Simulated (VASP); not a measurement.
A run of VASP 6.6.1 is set up as follows.

File INCAR:

```
PREC = Accurate
ENCUT = 520
EDIFF = 1E-6
ISMEAR = 0
SIGMA = 0.1
LREAL = F
LASPH = T
NELM = 100
ALGO = Normal
ISIF = 2
LWAVE = F
LCHARG = F
LDIPOL = T
IDIPOL = 3
DIPOL = 0.5 0.5 0.497
GGA = PS
NBANDS = 48
```

Contents of KPOINTS:

```
Automatic mesh
0
Gamma
  9 9 1
```

Contents of POSCAR:

```
TiAl2
1.0
    3.9006678799      0.0000000000      0.0000000000
    0.0000000000      3.9724249773      0.0000000000
    0.0000000000      0.0000000000     25.1697036736
Al Ti
8 4
Direct
    0.5000000000      0.0000000000      0.2965660111
    0.0000000000      0.5000000000      0.2963667853
    0.5000000000      0.5000000000      0.3794455440
    0.0000000000      0.5000000000      0.4544960951
    0.0000000000      0.0000000000      0.5380848359
    0.5000000000      0.5000000000      0.5376842972
    0.0000000000      0.5000000000      0.6220566004
    0.5000000000      0.5000000000      0.6972568006
    0.0000000000      0.0000000000      0.3737842952
    0.5000000000      0.0000000000      0.4625231494
    0.5000000000      0.0000000000      0.6141280610
    0.0000000000      0.0000000000      0.6975930544
```

Potentials or basis: VASP PAW PBE potentials, release 64 (Al, Ti_sv).

The run is started by

```console
$ cat potpaw_PBE.64/Al/POTCAR potpaw_PBE.64/Ti_sv/POTCAR > POTCAR
$ mpirun -np 1 vasp_std > vasp.out
```

(1) Predict the largest force.

(2) Predict the band gap on the k mesh.

## Answers

(1) 0.015 eV/Å.

(2) zero (band 36 reaches 2.54 eV, above the bottom of band 37 at 1.67 eV).

Caveat: the PAW data sets were made with another functional, which shifts forces and pressure a little.
